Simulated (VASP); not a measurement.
Input of a VASP 6.6.1 run:

File INCAR:

```
SYSTEM = HfN
  PREC = Accurate
  ENCUT = 520
  EDIFF = 1E-8
  ISMEAR = -1
  SIGMA = 0.03
  LREAL = .FALSE.
  LASPH = .TRUE.
  NELM = 100
  ALGO = Normal
  ISIF = 2
  LWAVE = .FALSE.
  LCHARG = .FALSE.
  GGA = CA
  LEFG = .TRUE.
  NBANDS = 14
```

Contents of KPOINTS:

```
Automatic mesh
0
G
  9 9 9
  0 0 0
```

POSCAR

```
HfN
1.0
    0.0000000000      2.2560000000      2.2560000000
    2.2560000000      0.0000000000      2.2560000000
    2.2560000000      2.2560000000      0.0000000000
Hf N
1 1
Direct
   -0.0600000000     -0.0600000000      0.0600000000
    0.5600000000      0.5600000000      0.4400000000
```

Potentials or basis: VASP PAW LDA potentials, release 64 (Hf_pv, N).

Command:

```console
$ cat potpaw_LDA.64/Hf_pv/POTCAR potpaw_LDA.64/N/POTCAR > POTCAR
$ mpirun -np 1 vasp_std > vasp.out
```

(1) What does it give for the largest force?

(2) What does it give for the pressure?

Results:

(1) 10.983 eV/Å.

(2) 38.5 GPa.

Caveat: the cell differs from its parent crystal (shortest bond scaled by 0.76); without QUAD_EFG the Cq values of the log hold for a quadrupole moment of 1 mb, not for the nuclei; forces of over 1 eV/Å act on the atoms, so gaps and moduli don't describe the material at rest.
